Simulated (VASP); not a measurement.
Wanted: the native input for a VASP 6.6.1 run.

```
Task                   : single point
Functional             : PBEsol
Potentials or basis    : VASP PAW PBE potentials, release 64 (N_h)
Cutoff                 : 910 eV
k mesh                 : 1 × 1 × 1
Occupations            : fermi-dirac, width 0.05 eV
Spin                   : no spin polarisation
Dipole correction      : no
Second run             : hard_potentials
Further INCAR settings : ALGO = Normal; EDIFF = 1e-06; NBANDS = 12; NELMDL = -8
```

The structure of N2 lies in POSCAR:

```
N
1.0
    9.0000000000      0.0000000000      0.0000000000
    0.0000000000      9.5000000000      0.0000000000
    0.0000000000      0.0000000000     10.0000000000
N
2
Direct
    0.5000000000      0.5000000000      0.4449985001
    0.5000000000      0.5000000000      0.5550014999
```

These files were run (other wordings do the same):

INCAR

```
SYSTEM = N
PREC = Accurate ; ENCUT = 910
EDIFF = 1E-6 ; ISMEAR = -1
SIGMA = 0.05 ; LREAL = .FALSE.
LASPH = .TRUE. ; NELM = 120
ALGO = Normal ; ISIF = 2
LWAVE = .FALSE. ; LCHARG = .TRUE.
GGA = PS ; LELF = .TRUE.
LVHAR = .TRUE. ; NBANDS = 12
GGA_COMPAT = .FALSE. ; NELMDL = -8
```

KPOINTS

```
regular mesh
0
G
  1 1 1
  0 0 0
```

Potentials or basis: VASP PAW PBE potentials, release 64 (N_h).

The run is started by

```console
$ cat potpaw_PBE.64/N_h/POTCAR > POTCAR
$ mpirun -np 1 vasp_gam > vasp.out
```

Results of the run:

| Item | Value |
| --- | --- |
| Largest force | 0.196 eV/Å |
| Gap between the frontier levels | 8.24 eV |

Caveat: the PAW data sets were made with another functional, which shifts forces and pressure a little.

It took 100 s on 1 thread of AMD EPYC 7R43 64-Core Processor (Zen 3), on a shared host, peak memory 1.2 GiB.
